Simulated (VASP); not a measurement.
A run of VASP 6.6.1:

INCAR

```
SYSTEM = SnO
PREC = Accurate
ENCUT = 520
EDIFF = 1E-6
ISMEAR = 0
SIGMA = 0.05
LREAL = .False.
LASPH = .True.
NELM = 60
ALGO = Normal
ISIF = 2
LWAVE = .False.
LCHARG = .False.
LDIPOL = .True.
IDIPOL = 3
DIPOL = 0.5 0.5 0.404
GGA = PE
IVDW = 12
NBANDS = 50
```

Contents of KPOINTS:

```
Automatic mesh
0
Gamma
  7 7 1
  0 0 0
```

POSCAR

```
SnO
1.0
    3.8205591572     -0.0000144285      0.0000000000
    0.0000145032      3.8205591572      0.0000000000
    0.0000000000      0.0000000000     22.2281056610
Sn O
4 4
Direct
    0.7499972356      0.2500027644      0.2024464014
    0.2499972356      0.7500027644      0.3088006209
    0.6249972356      1.1250027644      0.5000000000
    1.1249972356      0.6250027644      0.6063542196
    0.2499972356      0.2500027644      0.2556235111
    0.7499972356      0.7500027644      0.2556235111
    1.1249972356      1.1250027644      0.5531771098
    0.6249972356      0.6250027644      0.5531771098
```

Potentials or basis: VASP PAW PBE potentials, release 64 (Sn_d, O).

Command:

```console
$ cat potpaw_PBE.64/Sn_d/POTCAR potpaw_PBE.64/O/POTCAR > POTCAR
$ mpirun -np 1 vasp_std > vasp.out
```

Hardware: 1 thread of Intel(R) Xeon(R) Platinum 8559C (Emerald Rapids), on a shared host.

How long does it take, and how much memory?

Wall time 4.5 min on 1 thread of Intel(R) Xeon(R) Platinum 8559C (Emerald Rapids) (shared host), peak memory 0.43 GiB. Counts: scf iterations 22, k points 16.
